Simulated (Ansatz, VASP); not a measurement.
Os: VASP beside Ansatz

```xyz
2
Lattice="2.7341 0.0000 0.0000 -1.3671 2.3678 0.0000 0.0000 0.0000 4.3197" Properties=species:S:1:pos:R:3 pbc="T T T"
Os    1.3671    0.7893    3.2398
Os    0.0000    1.5785    1.0799
```

Alike in both runs: functional PBE exchange alone; k mesh 8 × 8 × 4; occupations gaussian, width 0.1 eV; non-collinear spin.

```csv
,VASP,Ansatz
version,VASP 6.6.1,Ansatz 0.2.0
potentials or method,"VASP PAW PBE potentials, release 64 (Os), cutoff 520 eV","all-electron LAPW, scalar-relativistic"
task,single point,band structure
```

|  | VASP | Ansatz | Ansatz less VASP |
| --- | --- | --- | --- |
| gap on the k mesh at the Fermi level (eV) | none | none | - |
| net moment per atom (μB) | 0.00 | 0.00 | 0.000 |

VASP's potentials were made for PBE, not for PBE exchange alone. A gap of «none» marks a metal or a gap that the smearing closes. Ansatz ran all-electron here, and VASP with PAW potentials.

The k mesh is coarse, so the values compare programs but aren't converged. Spin-orbit coupling is off throughout.
